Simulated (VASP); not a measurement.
A run of VASP 6.6.1 is set up as follows.

Contents of INCAR:

```
  PREC = Accurate
  ENCUT = 520
  EDIFF = 1E-6
  ISMEAR = -1
  SIGMA = 0.05
  LREAL = Auto
  LASPH = True
  NELM = 80
  ALGO = Normal
  ISIF = 2
  LWAVE = False
  LCHARG = False
  GGA = PE
  IVDW = 12
  NELECT = 66.0
  NBANDS = 48
```

The input KPOINTS:

```
regular mesh
0
Gamma
  2 2 2
```

The input POSCAR:

```
LiSi16
1.0
    0.0000000000      5.4300000000      5.4300000000
    5.4300000000      0.0000000000      5.4300000000
    5.4300000000      5.4300000000      0.0000000000
Si Li
16 1
Direct
   -0.0027184162      0.0026163904     -0.0020360958
    0.1158272560      0.1352263352      0.1201473297
   -0.0211864641      0.0040466851      0.5042669429
    0.1152351750      0.1240639042      0.6242843462
    0.0023609576      0.5070447514      0.0072653775
    0.1291465009      0.6298976980      0.1301183241
   -0.0027188766      0.4977433702      0.5028371087
    0.1158264273      0.6199271639      0.6354470534
    0.4998927256      0.0039466851     -0.0167218232
    0.6236091160      0.1239663904      0.1159748619
    0.4904545120     -0.0091736648      0.4910475138
    0.6113593002      0.1155804788      0.6158016575
    0.5018104972      0.4976375691     -0.0021410681
    0.6305930018      0.6199489871      0.1201705341
    0.4998918969      0.4830572744      0.5041681400
    0.6236085635      0.6157536832      0.6241877532
    0.3403439227      0.8451080110      0.3453290055
```

Potentials or basis: VASP PAW PBE potentials, release 64 (Si, Li_sv).

The run is started by

```sh
$ cat potpaw_PBE.64/Si/POTCAR potpaw_PBE.64/Li_sv/POTCAR > POTCAR
$ mpirun -np 1 vasp_std > vasp.out
```

(1) What does it give for the largest force?

(2) Predict the dispersion energy per atom.

Answers

(1) 0.747 eV/Å.

(2) -0.321 eV.

Caveat: the k points lie up to 0.50 Å⁻¹ apart; the cell carries a net charge on a neutralising background, which shifts energy and pressure.
